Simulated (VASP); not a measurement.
The system is Ba6LiNb2IrCl2O12.

```
Ba Li Nb Ir Cl O
1.0
     5.95680    0.00000    0.00000
    -2.97840    5.15874    0.00000
     0.00000    0.00000   15.55815
Ba Li Nb Ir Cl O
6 1 2 1 2 12
Direct
  0.00000 0.00000 0.36329
  0.00000 0.00000 0.78902
  0.33333 0.66667 0.63557
  0.33333 0.66667 0.89112
  0.00000 0.00000 0.06647
  0.33333 0.66667 0.23276
  0.33333 0.66667 0.06318
  0.66667 0.33333 0.81794
  0.66667 0.33333 0.18349
  0.66667 0.33333 0.00090
  0.33333 0.66667 0.42882
  0.00000 0.00000 0.58078
  0.81922 0.63844 0.91308
  0.99504 0.49752 0.75786
  0.82786 0.65571 0.24527
  0.50248 0.00496 0.75786
  0.50248 0.49752 0.75786
  0.50861 0.01721 0.08833
  0.82786 0.17214 0.24527
  0.98279 0.49139 0.08833
  0.50861 0.49139 0.08833
  0.36156 0.18078 0.91308
  0.34429 0.17214 0.24527
  0.81922 0.18078 0.91308
```

Base run:

- Program: VASP 6.6.1
- Functional: r2SCAN
- Potentials or basis: VASP PAW PBE potentials, release 64 (Ba_sv, Li_sv, Nb_sv, Ir, Cl, O)
- Cutoff: 520 eV
- k mesh: 5 × 5 × 2
- Occupations: fermi-dirac, width 0.02 eV
- Spin: no spin polarisation

Its results: band gap on the k mesh 1.97 eV, indirect (least direct gap 2.18 eV); largest force 0.873 eV/Å.

The run is repeated on the same cell with these changes: functional from r2SCAN to PBE. What comes out?

Band gap on the k mesh 1.62 eV, indirect (least direct gap 1.84 eV); largest force 0.579 eV/Å.

r2SCAN gives the wider gap, since meta-GGAs in the generalised Kohn-Sham scheme recover part of the derivative discontinuity.

Caveats: spin-orbit coupling is left out, which moves the levels of the heavy elements; the PAW data sets were made with another functional, which shifts forces and pressure a little (some runs).

A k mesh can miss the band edges.
